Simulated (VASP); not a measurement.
# Ta2Ti in VASP: further runs

Ta2Ti is run at these levels: PBE; tasks: single point, relaxation of cell and atoms.

Program: VASP 6.6.1. These are calculated values, not measurements. Logs are shortened: lines on timing, memory, paths and dates and some standing lists are left out, and cuts for length are marked.

## (1) The cell of the first run

It takes space group P6/mmm (No. 191, hexagonal). Conventional cell: a = 4.883 Å, b = 4.883 Å, c = 2.740 Å, α = 90.00°, β = 90.00°, γ = 120.00°. Within 3.6 Å of Ti (site symmetry 6/mmm) lie 2 Ti at 2.74 Å and 6 Ta at 2.82 Å. Within 3.6 Å of Ta (site symmetry -6m2) lie 5 Ta at 2.74 to 2.82 Å and 3 Ti at 2.82 Å.

## (2) Single point, PBE

Input file INCAR:

```
PREC = Accurate ; ENCUT = 520
EDIFF = 1E-6 ; ISMEAR = 0
SIGMA = 0.1 ; LREAL = F
LASPH = T ; NELM = 80
ALGO = Normal ; ISIF = 2
LWAVE = F ; LCHARG = T
GGA = PE ; LELF = T
LVHAR = T ; NBANDS = 43
```

Input file KPOINTS:

```
Automatic mesh
0
Gamma
  6 6 2
```

Input file POSCAR:

```
Ta2Ti
1.0
    4.8834850306      0.0000000034      0.0000000000
   -2.4417425182      4.2292220938      0.0000000000
    0.0000000000      0.0000000000      5.4796943920
Ti Ta
2 4
Direct
    0.0000000000      0.0000000000      0.0000000000
    0.0000000000      0.0000000000      0.5000000000
    0.3333333333      0.6666666667      0.5000078799
    0.6666666667      0.3333333333      0.0000078799
    0.6666666667      0.3333333333      0.4999921201
    0.3333333333      0.6666666667      0.9999921201
```

Potentials or basis: VASP PAW PBE potentials, release 64 (Ti_sv, Ta_pv).

Started as:

```
$ cat potpaw_PBE.64/Ti_sv/POTCAR potpaw_PBE.64/Ta_pv/POTCAR > POTCAR
$ mpirun -np 1 vasp_std > vasp.out
```

OUTCAR:

```text
PREC = Accurate
   ENCUT = 520
   EDIFF = 1E-6
   ISMEAR = 0
   LREAL = F
   LASPH = T
   NELM = 80
   ISIF = 2
   GGA = PE

 ion  position               nearest neighbor table
   1  0.000  0.000  0.000-   2 2.74   2 2.74   6 2.82   4 2.82   6 2.82   4 2.82   4 2.82   6 2.82

   2  0.000  0.000  0.500-   1 2.74   1 2.74   5 2.82   3 2.82   3 2.82   5 2.82   5 2.82   3 2.82

   3  0.333  0.667  0.500-   6 2.74   6 2.74   2 2.82   2 2.82   2 2.82   5 2.82   5 2.82   5 2.82

   4  0.667  0.333  0.000-   5 2.74   5 2.74   1 2.82   1 2.82   1 2.82   6 2.82   6 2.82   6 2.82

   5  0.667  0.333  0.500-   4 2.74   4 2.74   2 2.82   2 2.82   2 2.82   3 2.82   3 2.82   3 2.82

   6  0.333  0.667  1.000-   3 2.74   3 2.74   1 2.82   1 2.82   1 2.82   4 2.82   4 2.82   4 2.82

  LATTYP: Found a hexagonal cell.
 ALAT       =     4.8834850306
 C/A-ratio  =     1.1220868617

  Lattice vectors:

 A1 = (   4.8834850306,   0.0000000034,   0.0000000000)
 A2 = (  -2.4417425182,   4.2292220938,   0.0000000000)
 A3 = (   0.0000000000,   0.0000000000,   5.4796943920)

Analysis of symmetry for initial positions (statically):
=====================================================================
 Subroutine PRICEL returns:
 Original cell was already a primitive cell.

 Routine SETGRP: Setting up the symmetry group for a
 hexagonal supercell.

 Subroutine GETGRP returns: Found 24 space group operations
 (whereof 12 operations were pure point group operations)
 out of a pool of 24 trial point group operations.

The static configuration has the point symmetry D_3d.
 The point group associated with its full space group is D_6h.

Analysis of symmetry for dynamics (positions and initial velocities):
=====================================================================
 Subroutine PRICEL returns:
 Original cell was already a primitive cell.

 Routine SETGRP: Setting up the symmetry group for a
 hexagonal supercell.

 Subroutine GETGRP returns: Found 24 space group operations
 (whereof 12 operations were pure point group operations)
 out of a pool of 24 trial point group operations.

The dynamic configuration has the point symmetry D_3d.
 The point group associated with its full space group is D_6h.

 Subroutine INISYM returns: Found 24 space group operations
 (whereof 12 operations are pure point group operations),
 and found     1 'primitive' translations

----------------------------------------------------------------------------------------

                                     Primitive cell

  volume of cell :     113.1740

  direct lattice vectors                    reciprocal lattice vectors
     4.883485031  0.000000003  0.000000000     0.204771796  0.118225052  0.000000000
    -2.441742518  4.229222094  0.000000000    -0.000000000  0.236450103  0.000000000
     0.000000000  0.000000000  5.479694392     0.000000000  0.000000000  0.182491929

  length of vectors
     4.883485031  4.883485031  5.479694392     0.236450103  0.236450103  0.182491929

  position of ions in fractional coordinates (direct lattice)
     0.000000000  0.000000000  0.000000000
     0.000000000  0.000000000  0.500000000
     0.333333333  0.666666667  0.500007880
     0.666666667  0.333333333  0.000007880
     0.666666667  0.333333333  0.499992120
     0.333333333  0.666666667  0.999992120

  ion indices of the primitive-cell ions
   primitive index   ion index
                 1           1
                 2           2
                 3           3
                 4           4
                 5           5
                 6           6

----------------------------------------------------------------------------------------

 KPOINTS: Automatic mesh

Automatic generation of k-mesh.
 Grid dimensions read from file:
 generate k-points for:    6    6    2

 Generating k-lattice:

  Cartesian coordinates                     Fractional coordinates (reciprocal lattice)
     0.034128633  0.019704175  0.000000000     0.166666667 -0.000000000  0.000000000
[... 46 lines left out ...]
   IVDW    =     0    specifies the selected vdW correction
   LEPSILON=     F    determine dielectric tensor
   LRPA    =     F    only Hartree local field effects (RPA)
 non-spin polarized calculation
 Gauss-broadening in eV      SIGMA  =   0.10
  energy-cutoff  :      520.00
  volume of cell :      113.17
 maximum number of plane-waves:      3060
   NGX = 19   NGY = 19   NGZ = 21

 number of electron      67.9999984 magnetization

 Free energy of the ion-electron system (eV)
  ---------------------------------------------------
  ext. energy  EPLUGINS =         0.00000000
  ---------------------------------------------------
  free energy    TOTEN  =       -59.45428706 eV

  energy without entropy =      -59.42676998  energy(sigma->0) =      -59.44052852

 E-fermi :   6.3572     XC(G=0): -11.9077

 val. band max:        6.3422984272   @ k =   0.5000   0.0000   0.0000
 cond. band min:       6.4011925661   @ k =   0.3333   0.1667   0.5000
 fundamental gap:      0.0588941389
 Fermi energy:         6.3571973887

 k-point     1 :       0.0000    0.0000    0.0000
  band No.  band energies     occupation
      1     -50.4917      2.00000
      2     -50.4124      2.00000
      3     -28.7891      2.00000
      4     -28.6053      2.00000
      5     -28.2927      2.00000
      6     -28.2927      2.00000
[... 35 lines left out ...]
     42       7.5386      0.00000
     43       8.5178      0.00000

 k-point     2 :       0.1667    0.0000    0.0000
  band No.  band energies     occupation
      1     -50.4918      2.00000
      2     -50.4125      2.00000
      3     -28.7777      2.00000
      4     -28.6160      2.00000
      5     -28.3282      2.00000
      6     -28.2833      2.00000
[... 35 lines left out ...]
     42       8.3161      0.00000
     43       8.3250      0.00000

 k-point     3 :       0.3333    0.0000    0.0000
  band No.  band energies     occupation
      1     -50.4920      2.00000
      2     -50.4127      2.00000
      3     -28.7485      2.00000
      4     -28.6436      2.00000
      5     -28.3875      2.00000
      6     -28.2341      2.00000
[... 459 lines left out ...]
      6     -28.1726      2.00000
[... 35 lines left out ...]
     42       8.1375      0.00000
     43       8.5109      0.00000

 k-point    14 :       0.3333    0.3333    0.5000
  band No.  band energies     occupation
      1     -50.4527      2.00000
      2     -50.4527      2.00000
      3     -28.2921      2.00000
      4     -28.2921      2.00000
      5     -28.1482      2.00000
      6     -28.1482      2.00000
[... 35 lines left out ...]
     42       8.1283      0.00000
     43       8.8437      0.00000

------------------------ aborting loop because EDIFF is reached ----------------------------------------

  FORCE on cell =-STRESS in cart. coord.  units (eV):
  Direction    XX          YY          ZZ          XY          YZ          ZX
  --------------------------------------------------------------------------------------
  -------------------------------------------------------------------------------------
  Total       -0.0871186     -0.0871186      0.0664754     -0.0000000      0.0000000     -0.0000000
  in kB       -1.2333168     -1.2333168      0.9410758     -0.0000000      0.0000000     -0.0000000
  external PRESSURE =      -0.5085192 kB  Pullay stress =       0.0000000 kB

 VOLUME and BASIS-vectors are now :
 -----------------------------------------------------------------------------
  energy-cutoff  :      520.00
  volume of cell :      113.17
      direct lattice vectors                 reciprocal lattice vectors
     4.883485031  0.000000003  0.000000000     0.204771796  0.118225052  0.000000000
    -2.441742518  4.229222094  0.000000000    -0.000000000  0.236450103  0.000000000
     0.000000000  0.000000000  5.479694392     0.000000000  0.000000000  0.182491929

 POSITION                                       TOTAL-FORCE (eV/Angst)
 -----------------------------------------------------------------------------------
      0.00000      0.00000      0.00000        -0.000000      0.000000     -0.000000
      0.00000      0.00000      2.73985        -0.000000      0.000000     -0.000000
     -0.00000      2.81948      2.73989        -0.000000     -0.000000     -0.001453
      2.44174      1.40974      0.00004        -0.000000      0.000000     -0.001453
      2.44174      1.40974      2.73980         0.000000      0.000000      0.001453
     -0.00000      2.81948      5.47965         0.000000     -0.000000      0.001453
 -----------------------------------------------------------------------------------
    total drift:                                0.000000     -0.000000     -0.000000

  FREE ENERGIE OF THE ION-ELECTRON SYSTEM (eV)
  ---------------------------------------------------
  free  energy   TOTEN  =       -59.4542870611 eV

  energy  without entropy=      -59.4267699793  energy(sigma->0) =      -59.44052852
```

Wall time 90 s (1 thread of Intel Xeon Platinum 8259CL at 2.50GHz (Skylake/Cascade Lake), shared host); peak memory 0.24 GiB.

Results:

- Free energy: -59.4543 eV
- Pressure: -0.1 GPa
- Band gap on the k mesh: zero (band 34 reaches 7.21 eV, above the bottom of band 35 at 5.76 eV)

Stress tensor (GPa, compression positive):
```
-0.12  0.00  0.00
 0.00 -0.12  0.00
 0.00  0.00  0.09
```

Levels at points of the mesh, in eV from the Fermi level:
| k point | band 31 | band 32 | band 33 | band 34 | band 35 | band 36 | band 37 | band 38 |
| --- | --- | --- | --- | --- | --- | --- | --- | --- |
| (0.00, 0.00, 0.00) | -1.07 | -1.07 | -0.99 | -0.90 | 0.53 | 0.53 | 0.56 | 0.56 |
| (0.50, 0.00, 0.00) | -1.61 | -0.98 | -0.86 | -0.72 | -0.45 | -0.01 | 0.45 | 0.95 |
| (0.00, 0.00, 0.50) | -1.52 | -1.52 | 0.85 | 0.85 | 0.85 | 0.85 | 0.95 | 1.01 |
| (0.50, 0.00, 0.50) | -0.62 | -0.62 | -0.60 | -0.60 | -0.32 | -0.32 | 0.61 | 0.61 |

Caveat: the k points lie up to 0.57 Å⁻¹ apart; spin-orbit coupling is left out, which moves the levels of the heavy elements.

## (3) Single point, PBE

This run uses another cell than the first one: it holds 3 atoms, not 6.

Input file INCAR:

```
SYSTEM = Ta2Ti
ALGO     = Fast           ! electronic algorithm
EDIFF    = 1E-6           ! SCF threshold, eV
ENCUT    = 520            ! plane-wave cutoff, eV
GGA      = PE             ! functional
ISIF     = 2              ! what is computed and relaxed
ISMEAR   = 0              ! smearing method
LASPH    = .TRUE.         ! aspherical terms in the spheres
LCHARG   = .FALSE.        ! write CHGCAR
LREAL    = .FALSE.        ! projectors in reciprocal space
LWAVE    = .FALSE.        ! write WAVECAR
NBANDS   = 24             ! bands
NELM     = 60             ! most SCF steps
PREC     = Accurate       ! precision mode
SIGMA    = 0.1            ! smearing width, eV
```

Input file KPOINTS:

```
k-points
0
G
  12 12 16
  0 0 0
```

Input file POSCAR:

```
Ta2Ti
1.0
    4.9283335991      0.0000000000      0.0000000000
   -2.4641667995      4.2680620952      0.0000000000
    0.0000000000      0.0000000000      2.7194186928
Ti Ta
1 2
Direct
    0.0000000000      0.0000000000      0.0000000000
    0.3333333333      0.6666666667      0.0000000000
    0.6666666667      0.3333333333      0.0000000000
```

Potentials or basis: VASP PAW PBE potentials, release 64 (Ti_sv, Ta_pv).

Started as:

```
$ cat potpaw_PBE.64/Ti_sv/POTCAR potpaw_PBE.64/Ta_pv/POTCAR > POTCAR
$ mpirun -np 1 vasp_std > vasp.out
```

Run time: 8.3 min. Hardware: 1 thread of Intel Xeon Platinum 8259CL at 2.50GHz (Skylake/Cascade Lake), shared host; peak memory 0.34 GiB.

It converged, with:

| Property | Result |
| --- | --- |
| Free energy | -29.8499 eV |
| Pressure | 0.0 GPa |
| Band gap on the k mesh | zero (band 17 reaches 7.74 eV, above the bottom of band 18 at 5.16 eV) |

Stress tensor (GPa, compression positive):
```
-0.04  0.00  0.00
 0.00 -0.04  0.00
 0.00  0.00  0.05
```

Levels at points of the mesh, in eV from the Fermi level:
| k point | band 14 | band 15 | band 16 | band 17 | band 18 | band 19 | band 20 | band 21 |
| --- | --- | --- | --- | --- | --- | --- | --- | --- |
| (0.00, 0.00, 0.00) | -1.48 | -1.48 | -0.92 | -0.92 | -0.84 | 0.70 | 0.70 | 2.40 |
| (0.50, 0.00, 0.00) | -1.80 | -1.79 | -1.51 | -0.82 | -0.71 | 0.59 | 1.98 | 2.49 |
| (0.00, 0.00, 0.50) | -1.68 | -1.68 | -0.50 | 0.76 | 0.76 | 0.92 | 0.92 | 1.37 |
| (0.50, 0.00, 0.50) | -2.10 | -1.35 | -0.51 | -0.18 | 0.18 | 1.11 | 1.16 | 1.25 |

Caveat: spin-orbit coupling is left out, which moves the levels of the heavy elements.

## (4) Relaxation of cell and atoms, PBE

This run uses another cell than the first one, of 19.10 Å³/atom, 1.013 times its volume.

Input file INCAR:

```
PREC = Accurate
ENCUT = 600
EDIFF = 1E-6
ISMEAR = 0
SIGMA = 0.1
LREAL = F
LASPH = T
NELM = 100
ALGO = Normal
ISIF = 3
LWAVE = F
LCHARG = F
GGA = PE
IBRION = 2
NSW = 90
EDIFFG = -0.04
```

Input file KPOINTS:

```
regular mesh
0
Gamma
  6 6 2
```

Input file POSCAR:

```
Ta2Ti
1.0
    4.1895760300      0.0000000000      0.0000000000
   -2.0947880200      3.6282792800      0.0000000000
    0.0000000000      0.0000000000      7.5391388700
Ti Ta
2 4
Direct
    0.0000000000      0.0000000000      0.0000000000
    0.0000000000      0.0000000000      0.5000000000
    0.3333333300      0.6666666700      0.5156628900
    0.6666666700      0.3333333300      0.0156628900
    0.6666666700      0.3333333300      0.4843371100
    0.3333333300      0.6666666700      0.9843371100
```

Started as:

```
$ cat potpaw_PBE.64/Ti_sv/POTCAR potpaw_PBE.64/Ta_pv/POTCAR > POTCAR
$ mpirun -np 1 vasp_std > vasp.out
```

Wall time 38 min (1 thread of Intel Xeon Platinum 8259CL at 2.50GHz (Skylake/Cascade Lake), shared host); peak memory 0.32 GiB.

The run converged. Its results:

* Free energy: -59.4476 eV
* Relaxed volume: 18.85 Å³/atom
* Relaxed cell: a = 4.881 Å, b = 4.881 Å, c = 5.480 Å, α = 90.00°, β = 90.00°, γ = 120.00°
* Space group after relaxing (to 0.05 Å): P6/mmm (No. 191)
* Energy gained by relaxing: 1883.8 meV/atom
* Ionic steps: 20
* Pressure after relaxing: 0.0 GPa
* Largest force after relaxing: 0.022 eV/Å
* Band gap on the k mesh: zero (band 34 reaches 7.22 eV, above the bottom of band 35 at 5.77 eV)

Forces in eV/Å, atoms in the order of the input:
```
Ti   0.000  0.000  0.000
Ti   0.000  0.000  0.000
Ta   0.000  0.000 -0.022
Ta   0.000  0.000 -0.022
Ta   0.000  0.000  0.022
Ta   0.000  0.000  0.022
```

Step by step:
```tsv
step	energy change (eV)	largest force (eV/Å)	pressure (GPa)	volume (Å³)
1	0.0000	0.1105	41.27	114.60
2	0.4534	0.3837	-25.03	204.96
3	-6.2786	0.2343	-12.54	151.52
4	-6.3583	0.3690	-10.09	148.09
5	-6.3672	0.4413	-8.45	146.00
6	-9.5236	0.5855	-7.84	128.55
7	78.6725	22.5320	518.19	70.63
8	-9.6507	1.2619	-6.57	126.81
9	-10.5356	2.5992	-2.24	118.70
10	-5.0940	8.0486	40.67	95.37
11	-10.5215	3.1822	-0.48	116.61
12	-10.4332	2.5307	10.52	106.51
13	-11.1326	1.3192	2.75	111.15
14	-11.1356	1.1462	3.08	110.86
15	-11.1830	0.6232	-2.09	115.94
16	-11.3022	0.0076	-0.41	113.47
17	-11.3024	0.0298	-0.35	113.40
18	-11.3023	0.0467	-0.30	113.35
19	-11.3024	0.0015	0.36	112.84
20	-11.3027	0.0221	0.05	113.09
```

Final structure:
```
Ti Ta
1.0
     4.88133    0.00000    0.00000
    -2.44067    4.22736    0.00000
     0.00000    0.00000    5.48044
Ti Ta
2 4
Direct
  0.00000 0.00000 0.00000
  0.00000 0.00000 0.50000
  0.33333 0.66667 0.50012
  0.66667 0.33333 0.00012
  0.66667 0.33333 0.49988
  0.33333 0.66667 0.99988
```

Levels at points of the mesh, in eV from the Fermi level:
```tsv
k point	band 32	band 33	band 34	band 35	band 36	band 37
(0.00, 0.00, 0.00)	-1.07	-0.99	-0.91	0.53	0.53	0.56
(0.50, 0.00, 0.00)	-0.99	-0.86	-0.72	-0.46	-0.02	0.46
(0.00, 0.00, 0.50)	-1.53	0.85	0.85	0.85	0.85	0.92
(0.50, 0.00, 0.50)	-0.62	-0.60	-0.60	-0.32	-0.32	0.61
```

Caveat: the k points lie up to 0.57 Å⁻¹ apart in the final cell; spin-orbit coupling is left out, which moves the levels of the heavy elements.

## (5) Relaxation of cell and atoms, PBE

This run uses another cell than the first one: it holds 3 atoms, not 6.

Input file INCAR:

```
PREC = Accurate
ENCUT = 600
EDIFF = 1E-6
ISMEAR = 0
SIGMA = 0.1
LREAL = False
LASPH = True
NELM = 100
ALGO = Fast
ISIF = 3
LWAVE = False
LCHARG = False
GGA = PE
IBRION = 2
NSW = 100
EDIFFG = -0.01
```

Input file KPOINTS:

```
Automatic mesh
0
Gamma
  12 12 16
```

Input file POSCAR:

```
Ta2Ti
1.0
    4.9204724659      0.0000000000      0.0000000000
   -2.4602362329      4.2612541541      0.0000000000
    0.0000000000      0.0000000000      2.7387694232
Ti Ta
1 2
Direct
    0.0000000000      0.0000000000      0.0000000000
    0.3333333333      0.6666666667      0.0000000000
    0.6666666667      0.3333333333      0.0000000000
```

Started as:

```
$ cat potpaw_PBE.64/Ti_sv/POTCAR potpaw_PBE.64/Ta_pv/POTCAR > POTCAR
$ mpirun -np 1 vasp_std > vasp.out
```

Wall time 25 min (1 thread of Intel Xeon Platinum 8259CL at 2.50GHz (Skylake/Cascade Lake), shared host); peak memory 0.4 GiB.

The run converged. Its results:

* Free energy: -29.8502 eV
* Relaxed volume: 19.06 Å³/atom
* Relaxed cell: a = 4.927 Å, b = 4.927 Å, c = 2.720 Å, α = 90.00°, β = 90.00°, γ = 120.00°
* Space group after relaxing (to 0.05 Å): P6/mmm (No. 191)
* Energy gained by relaxing: 1.1 meV/atom
* Ionic steps: 3
* Pressure after relaxing: 0.1 GPa
* Band gap on the k mesh: zero (band 17 reaches 7.75 eV, above the bottom of band 18 at 5.17 eV)

The path:
| step | energy change (eV) | largest force (eV/Å) | pressure (GPa) | volume (Å³) |
| --- | --- | --- | --- | --- |
| 1 | 0.0000 | 0.0000 | -0.49 | 57.42 |
| 2 | 0.0002 | 0.0000 | 0.70 | 56.93 |
| 3 | -0.0033 | 0.0000 | 0.07 | 57.18 |

Final structure:
```cif
data_structure
_symmetry_space_group_name_H-M 'P 1'
_symmetry_Int_Tables_number 1
_cell_length_a 4.9271
_cell_length_b 4.9271
_cell_length_c 2.7198
_cell_angle_alpha 90.000
_cell_angle_beta 90.000
_cell_angle_gamma 120.000
_cell_volume 57.18
loop_
_atom_site_label
_atom_site_type_symbol
_atom_site_fract_x
_atom_site_fract_y
_atom_site_fract_z
_atom_site_occupancy
Ti1 Ti 0.00000 0.00000 0.00000 1
Ta1 Ta 0.33333 0.66667 0.00000 1
Ta2 Ta 0.66667 0.33333 0.00000 1
```

Levels at points of the mesh, in eV from the Fermi level:
```
           k point  band 13  band 14  band 15  band 16  band 17  band 18  band 19  band 20  band 21
(0.00, 0.00, 0.00)    -2.15    -1.48    -1.48    -0.92    -0.92    -0.84     0.70     0.70     2.40
(0.50, 0.00, 0.00)    -3.71    -1.80    -1.79    -1.51    -0.82    -0.71     0.59     1.98     2.51
(0.00, 0.00, 0.50)    -2.52    -1.68    -1.68    -0.51     0.76     0.76     0.92     0.92     1.37
(0.50, 0.00, 0.50)    -2.26    -2.10    -1.35    -0.51    -0.18     0.18     1.12     1.16     1.25
```

Caveat: spin-orbit coupling is left out, which moves the levels of the heavy elements.

## (6) Summary

| task | cell | k mesh | cutoff (eV) | gap on the mesh (eV) | pressure (GPa) | relaxed volume (Å³/atom) |
| --- | --- | --- | --- | --- | --- | --- |
| single point | a = 4.883, b = 4.883, c = 5.480 Å, angles 90.0, 90.0, 120.0°, 6 atoms | 6 × 6 × 2 | 520 | none | -0.1 | - |
| single point | a = 4.928, b = 4.928, c = 2.719 Å, angles 90.0, 90.0, 120.0°, 3 atoms | 12 × 12 × 16 | 520 | none | 0.0 | - |
| relaxation of cell and atoms | relaxed from a = 4.190, b = 4.190, c = 7.539 Å, angles 90.0, 90.0, 120.0°, 6 atoms | 6 × 6 × 2 | 600 | none | 0.0 | 18.85 |
| relaxation of cell and atoms | relaxed from a = 4.920, b = 4.920, c = 2.739 Å, angles 90.0, 90.0, 120.0°, 3 atoms | 12 × 12 × 16 | 600 | none | 0.1 | 19.06 |

Alike in all rows: level PBE; potentials or basis VASP PAW PBE potentials, release 64 (Ti_sv, Ta_pv); no spin polarisation; smearing gaussian 0.1 eV.

Caveats: some runs use coarse meshes; spin-orbit coupling is left out, which moves the levels of the heavy elements.

Absolute energies hang on the potentials; compare differences alone.
